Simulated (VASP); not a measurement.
# Cd3SeS2 (P6/mmm) in VASP: a series of runs

Runs on Cd3SeS2. Level: PBE. Tasks: single point.

All numbers are computed with VASP 6.6.1; they aren't measurements. Logs are shortened: lines on timing, memory, paths and dates and some standing lists are left out, and cuts for length are marked.

### Step 1. The cell of the first run

It takes space group P6/mmm (No. 191, hexagonal). Conventional cell: a = 6.639 Å, b = 6.639 Å, c = 3.738 Å, α = 90.00°, β = 90.00°, γ = 120.00°. Within 3.5 Å of Cd (site symmetry mmm) lie 4 S at 2.68 Å and 2 Se at 3.32 Å and 4 Cd at 3.32 Å. Se (site symmetry 6/mmm) has 6 Cd at 3.32 Å and 2 Se at 3.74 Å and 12 S at 4.26 Å within 4.4 Å. Within 3.5 Å of S (site symmetry -6m2) lie 6 Cd at 2.68 Å.

### Step 2. Single point, PBE

INCAR reads:

```
SYSTEM = Cd3SeS2
ALGO     = Normal         ! electronic algorithm
EDIFF    = 1E-7           ! SCF threshold, eV
ENCUT    = 520            ! plane-wave cutoff, eV
GGA      = PE             ! functional
ISIF     = 2              ! what is computed and relaxed
ISMEAR   = 0              ! smearing method
LASPH    = .True.         ! aspherical terms in the spheres
LCHARG   = .False.        ! write CHGCAR
LREAL    = .False.        ! projectors in reciprocal space
LWAVE    = .False.        ! write WAVECAR
NBANDS   = 36             ! bands
NELM     = 80             ! most SCF steps
PREC     = Accurate       ! precision mode
SIGMA    = 0.1            ! smearing width, eV
```

KPOINTS reads:

```
k-points
0
Gamma
  3 3 4
  0 0 0
```

POSCAR reads:

```
Cd3SeS2
1.0
    6.6391937918      0.0000000000      0.0000000000
   -3.3195968959      5.7497104844      0.0000000000
    0.0000000000      0.0000000000      3.7380395565
Cd Se S
3 1 2
Direct
    0.5000000000      0.0000000000      0.5000000000
    0.0000000000      0.5000000000      0.5000000000
    0.5000000000      0.5000000000      0.5000000000
    0.0000000000      0.0000000000      0.5000000000
    0.3333333333      0.6666666667      0.0000000000
    0.6666666667      0.3333333333      0.0000000000
```

Potentials or basis: VASP PAW PBE potentials, release 64 (Cd, Se, S).

Launch:

```bash
$ cat potpaw_PBE.64/Cd/POTCAR potpaw_PBE.64/Se/POTCAR potpaw_PBE.64/S/POTCAR > POTCAR
$ mpirun -np 1 vasp_std > vasp.out
```

OUTCAR:

```text
SYSTEM = Cd3SeS2
   EDIFF = 1E-7
   ENCUT = 520
   GGA = PE
   ISIF = 2
   ISMEAR = 0
   LASPH = .True.
   LREAL = .False.
   NELM = 80
   PREC = Accurate

 ion  position               nearest neighbor table
   1  0.500  0.000  0.500-   5 2.68   6 2.68   5 2.68   6 2.68   2 3.32   3 3.32   3 3.32   2 3.32

   2  0.000  0.500  0.500-   5 2.68   6 2.68   5 2.68   6 2.68   3 3.32   3 3.32   1 3.32   1 3.32

   3  0.500  0.500  0.500-   5 2.68   6 2.68   5 2.68   6 2.68   2 3.32   2 3.32   1 3.32   1 3.32

   4  0.000  0.000  0.500-
   5  0.333  0.667  0.000-   2 2.68   2 2.68   1 2.68   1 2.68   3 2.68   3 2.68
   6  0.667  0.333  0.000-   2 2.68   2 2.68   1 2.68   1 2.68   3 2.68   3 2.68

  LATTYP: Found a hexagonal cell.
 ALAT       =     6.6391937918
 C/A-ratio  =     0.5630261254

  Lattice vectors:

 A1 = (   6.6391937918,   0.0000000000,   0.0000000000)
 A2 = (  -3.3195968959,   5.7497104844,   0.0000000000)
 A3 = (   0.0000000000,   0.0000000000,   3.7380395565)

Analysis of symmetry for initial positions (statically):
=====================================================================
 Subroutine PRICEL returns:
 Original cell was already a primitive cell.

 Routine SETGRP: Setting up the symmetry group for a
 hexagonal supercell.

 Subroutine GETGRP returns: Found 24 space group operations
 (whereof 24 operations were pure point group operations)
 out of a pool of 24 trial point group operations.

The static configuration has the point symmetry D_6h.

Analysis of symmetry for dynamics (positions and initial velocities):
=====================================================================
 Subroutine PRICEL returns:
 Original cell was already a primitive cell.

 Routine SETGRP: Setting up the symmetry group for a
 hexagonal supercell.

 Subroutine GETGRP returns: Found 24 space group operations
 (whereof 24 operations were pure point group operations)
 out of a pool of 24 trial point group operations.

The dynamic configuration has the point symmetry D_6h.

 Subroutine INISYM returns: Found 24 space group operations
 (whereof 24 operations are pure point group operations),
 and found     1 'primitive' translations

----------------------------------------------------------------------------------------

                                     Primitive cell

  volume of cell :     142.6938

  direct lattice vectors                    reciprocal lattice vectors
     6.639193792  0.000000000  0.000000000     0.150620698  0.086960900  0.000000000
    -3.319596896  5.749710484  0.000000000     0.000000000  0.173921801  0.000000000
     0.000000000  0.000000000  3.738039556     0.000000000  0.000000000  0.267519908

  length of vectors
     6.639193792  6.639193792  3.738039556     0.173921801  0.173921801  0.267519908

  position of ions in fractional coordinates (direct lattice)
     0.500000000  0.000000000  0.500000000
     1.000000000  0.500000000  0.500000000
     0.500000000  0.500000000  0.500000000
     0.000000000  0.000000000  0.500000000
     0.333333333  0.666666667  0.000000000
     0.666666667  0.333333333  0.000000000

  ion indices of the primitive-cell ions
   primitive index   ion index
                 1           1
                 2           2
                 3           3
                 4           4
                 5           5
                 6           6

----------------------------------------------------------------------------------------

 KPOINTS: k-points

Automatic generation of k-mesh.
 Grid dimensions read from file:
 generate k-points for:    3    3    4

 Generating k-lattice:

  Cartesian coordinates                     Fractional coordinates (reciprocal lattice)
     0.050206899  0.028986967  0.000000000     0.333333333 -0.000000000  0.000000000
     0.000000000  0.057973934  0.000000000     0.000000000  0.333333333  0.000000000
     0.000000000  0.000000000  0.066879977     0.000000000  0.000000000  0.250000000

  Length of vectors
     0.057973934  0.057973934  0.066879977

  Shift w.r.t. Gamma in fractional coordinates (k-lattice)
     0.000000000  0.000000000  0.000000000

 Subroutine IBZKPT returns following result:
 ===========================================

 Found      9 irreducible k-points:

 Following reciprocal coordinates:
            Coordinates               Weight
  0.000000  0.000000  0.000000      1.000000
  0.333333  0.000000  0.000000      6.000000
  0.333333  0.333333  0.000000      2.000000
  0.000000  0.000000  0.250000      2.000000
  0.333333  0.000000  0.250000     12.000000
  0.333333  0.333333  0.250000      4.000000
  0.000000  0.000000  0.500000      1.000000
  0.333333  0.000000  0.500000      6.000000
  0.333333  0.333333  0.500000      2.000000
   k-points           NKPTS =      9   k-points in BZ     NKDIM =      9   number of bands    NBANDS=     36
   number of dos      NEDOS =    301   number of ions     NIONS =      6
   total plane-waves  NPLWV =  70000
   dimension x,y,z NGX =    50 NGY =   50 NGZ =   28
   dimension x,y,z NGXF=   100 NGYF=  100 NGZF=   56
   ions per type =               3   1   2
   NGX,Y,Z   is equivalent  to a cutoff of  12.52, 12.52, 12.45 a.u.
   NGXF,Y,Z  is equivalent  to a cutoff of  25.04, 25.04, 24.91 a.u.
 SYSTEM =  Cd3SeS2
   PREC   = accura    normal or accurate (medium, high low for compatibility)
   ISTART =      0    job   : 0-new  1-cont  2-samecut
   ICHARG =      2    charge: 1-file 2-atom 10-const
   ISPIN  =      1    spin polarized calculation?
   LNONCOLLINEAR =      F non collinear calculations
   LSORBIT =      F    spin-orbit coupling
   LASPH  =      T    aspherical Exc in radial PAW
   ENCUT  =  520.0 eV  38.22 Ry    6.18 a.u.  12.34 12.34  6.95*2*pi/ulx,y,z
   NELM   =     80;   NELMIN=  2; NELMDL= -5     # of ELM steps
   EDIFF  = 0.1E-06   stopping-criterion for ELM
   LREAL  =      F    real-space projection
   EDIFFG = 0.1E-05   stopping-criterion for IOM
   NSW    =      0    number of steps for IOM
   IBRION =     -1    ionic relax: 0-MD 1-quasi-New 2-CG
   NFREE  =      0    steps in history (QN), initial steepest desc. (CG)
   ISIF   =      2    stress and relaxation
   ISYM   =      2    0-nonsym 1-usesym 2-fastsym
   POTIM  = 0.5000    time-step for ionic-motion
   TEBEG  =    0.0;   TEEND  =   0.0 temperature during run
   PSTRESS=    0.0 pullay stress
   NELECT =      54.0000    total number of electrons
   NUPDOWN=      -1.0000    fix difference up-down
   EMIN   =  10.00;   EMAX   =-10.00  energy-range for DOS
   EFERMI =   0.00;   METHOD = LEGACY
   ISMEAR =     0;   SIGMA  =   0.10  broadening in eV -4-tet -1-fermi 0-gaus
   EFERMI_NEDOS =   21; number of points for ismear=-14 and -15
   IALGO  =     38    algorithm
   IMIX   =      4    mixing-type and parameters
     AMIX     =   0.40;   BMIX     =  1.00
     AMIX_MAG =   1.60;   BMIX_MAG =  1.00
  volume/ion in A,a.u.               =      23.78       160.49
  Fermi-wavevector in a.u.,A,eV,Ry     =   1.184144  2.237707 19.078033  1.402196
  Thomas-Fermi vector in A             =   2.320364
   LORBIT       =      0    0 simple, 1 ext, 2 COOP (PROOUT), +10 PAW based schemes
   GGA     = PE    functional components
   LHFCALC =     F    Hartree Fock is set to
   AEXX    =    0.0000 exact exchange contribution
   IVDW    =     0    specifies the selected vdW correction
   LEPSILON=     F    determine dielectric tensor
   LRPA    =     F    only Hartree local field effects (RPA)
 non-spin polarized calculation
 Gauss-broadening in eV      SIGMA  =   0.10
  energy-cutoff  :      520.00
  volume of cell :      142.69
 maximum number of plane-waves:      3854
 NGX is ok and might be reduce to    50
   NGX = 25   NGY = 25   NGZ = 13

 number of electron      53.9999991 magnetization

 Free energy of the ion-electron system (eV)
  ---------------------------------------------------
  ext. energy  EPLUGINS =         0.00000000
  ---------------------------------------------------
  free energy    TOTEN  =       -15.21749160 eV

  energy without entropy =      -15.19679061  energy(sigma->0) =      -15.20714111

 E-fermi :   3.1689     XC(G=0):  -9.7061

 val. band max:        2.2477097622   @ k =   0.0000   0.0000   0.5000
 cond. band min:       3.1976901049   @ k =   0.3333   0.0000   0.5000
 fundamental gap:      0.9499803427
 Fermi energy:         3.1688689745

 k-point     1 :       0.0000    0.0000    0.0000
  band No.  band energies     occupation
      1     -11.3300      2.00000
      2     -10.4061      2.00000
      3      -9.0876      2.00000
      4      -6.7154      2.00000
      5      -6.4901      2.00000
      6      -6.3842      2.00000
[... 28 lines left out ...]
     35       8.9571      0.00000
     36       8.9571      0.00000

 k-point     2 :       0.3333    0.0000    0.0000
  band No.  band energies     occupation
      1     -11.1550      2.00000
      2     -10.6317      2.00000
      3      -9.0650      2.00000
      4      -6.5846      2.00000
      5      -6.4094      2.00000
      6      -6.3159      2.00000
[... 28 lines left out ...]
     35       8.6757      0.00000
     36       8.8615      0.00000

 k-point     3 :       0.3333    0.3333    0.0000
  band No.  band energies     occupation
      1     -10.9042      2.00000
      2     -10.9042      2.00000
      3      -9.0579      2.00000
      4      -6.3909      2.00000
      5      -6.3909      2.00000
      6      -6.2870      2.00000
[... 28 lines left out ...]
     35       8.7923      0.00000
     36       9.0424      0.00000
[... 157 lines left out ...]
 k-point     8 :       0.3333    0.0000    0.5000
  band No.  band energies     occupation
      1     -10.5876      2.00000
      2     -10.4507      2.00000
      3      -8.7475      2.00000
      4      -6.8206      2.00000
      5      -6.3585      2.00000
      6      -6.2936      2.00000
[... 28 lines left out ...]
     35       8.6383      0.00000
     36       9.8833      0.00000

 k-point     9 :       0.3333    0.3333    0.5000
  band No.  band energies     occupation
      1     -10.5207      2.00000
      2     -10.5207      2.00000
      3      -8.7199      2.00000
      4      -6.4988      2.00000
      5      -6.4988      2.00000
      6      -6.3066      2.00000
[... 28 lines left out ...]
     35       7.6638      0.00000
     36       8.2313      0.00000

------------------------ aborting loop because EDIFF is reached ----------------------------------------

  FORCE on cell =-STRESS in cart. coord.  units (eV):
  Direction    XX          YY          ZZ          XY          YZ          ZX
  --------------------------------------------------------------------------------------
  -------------------------------------------------------------------------------------
  Total        0.5452641      0.5452641      0.3045147      0.0000000     -0.0000000      0.0000000
  in kB        6.1222674      6.1222674      3.4191144      0.0000000     -0.0000000      0.0000000
  external PRESSURE =       5.2212164 kB  Pullay stress =       0.0000000 kB

 VOLUME and BASIS-vectors are now :
 -----------------------------------------------------------------------------
  energy-cutoff  :      520.00
  volume of cell :      142.69
      direct lattice vectors                 reciprocal lattice vectors
     6.639193792  0.000000000  0.000000000     0.150620698  0.086960900  0.000000000
    -3.319596896  5.749710484  0.000000000     0.000000000  0.173921801  0.000000000
     0.000000000  0.000000000  3.738039556     0.000000000  0.000000000  0.267519908

 POSITION                                       TOTAL-FORCE (eV/Angst)
 -----------------------------------------------------------------------------------
      3.31960      0.00000      1.86902        -0.000000      0.000000      0.000000
     -1.65980      2.87486      1.86902        -0.000000      0.000000      0.000000
      1.65980      2.87486      1.86902        -0.000000      0.000000      0.000000
      0.00000      0.00000      1.86902        -0.000000      0.000000      0.000000
     -0.00000      3.83314      0.00000        -0.000000     -0.000000      0.000000
      3.31960      1.91657      0.00000         0.000000      0.000000      0.000000
 -----------------------------------------------------------------------------------
    total drift:                               -0.000000     -0.000000      0.000000

  FREE ENERGIE OF THE ION-ELECTRON SYSTEM (eV)
  ---------------------------------------------------
  free  energy   TOTEN  =       -15.2174916024 eV

  energy  without entropy=      -15.1967906117  energy(sigma->0) =      -15.20714111
```

Run time: 32 s. Hardware: 1 thread of AMD EPYC 9R45 (Zen 5), shared host; peak memory 0.24 GiB.

Results:

* Free energy: -15.2175 eV
* Pressure: 0.5 GPa
* Band gap on the k mesh: zero (band 27 reaches 3.24 eV, above the bottom of band 28 at 1.74 eV)

Levels at points of the mesh, in eV from the Fermi level:
| k point | band 24 | band 25 | band 26 | band 27 | band 28 | band 29 | band 30 | band 31 |
| --- | --- | --- | --- | --- | --- | --- | --- | --- |
| (0.00, 0.00, 0.00) | -1.90 | -1.90 | -1.63 | -1.48 | 0.08 | 1.98 | 3.35 | 3.35 |
| (0.00, 0.00, 0.50) | -2.45 | -2.45 | -1.96 | -1.96 | -0.92 | -0.92 | 3.33 | 3.55 |

Caveat: the k points lie up to 0.42 Å⁻¹ apart.

[end of part 1 of 2]
